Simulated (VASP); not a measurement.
Crystal: Sm.

```
CELL_PARAMETERS angstrom
0.00000 2.39872 2.39872
2.39872 0.00000 2.39872
2.39872 2.39872 0.00000
ATOMIC_POSITIONS crystal
Sm 0.00000 0.00000 0.00000
```

| Property | Result |
| --- | --- |
| Program | VASP 6.6.1 |
| Task | relaxation of cell and atoms |
| Functional | PBE |
| Potentials or basis | VASP PAW PBE potentials, release 64 (Sm) |
| Cutoff | 600 eV |
| k mesh | 12 × 12 × 12 |
| Occupations | fermi-dirac, width 0.03 eV |
| Spin | collinear spin, ferromagnetic start |
| Starting moments | [5.0] μB |

At the start: pressure 9.7 GPa; volume 27.60 Å³/atom.

Q: Where does the relaxation end?

A: Over 3 steps the energy falls by 262.0 meV/atom and the volume is 38.17 Å³/atom (+38.3 %); space group Fm-3m (No. 225, to 0.05 Å); moment 6.57 μB per cell.

The path:
| step | energy change (eV) | largest force (eV/Å) | pressure (GPa) | volume (Å³) |
| --- | --- | --- | --- | --- |
| 1 | 0.0000 | 0.0000 | 9.68 | 27.60 |
| 2 | -0.2431 | 0.0000 | 1.89 | 34.82 |
| 3 | -0.2620 | 0.0000 | 0.01 | 38.17 |

Final structure:
```cif
data_structure
_symmetry_space_group_name_H-M 'P 1'
_symmetry_Int_Tables_number 1
_cell_length_a 3.7791
_cell_length_b 3.7791
_cell_length_c 3.7791
_cell_angle_alpha 60.000
_cell_angle_beta 60.000
_cell_angle_gamma 60.000
_cell_volume 38.17
loop_
_atom_site_label
_atom_site_type_symbol
_atom_site_fract_x
_atom_site_fract_y
_atom_site_fract_z
_atom_site_occupancy
Sm1 Sm 0.00000 0.00000 0.00000 1
```

Caveat: the magnetic or orbital state may not be the lowest; the electronic state changed during the relaxation; the volume moved by over 15 % at a fixed basis, so the end points are rough.
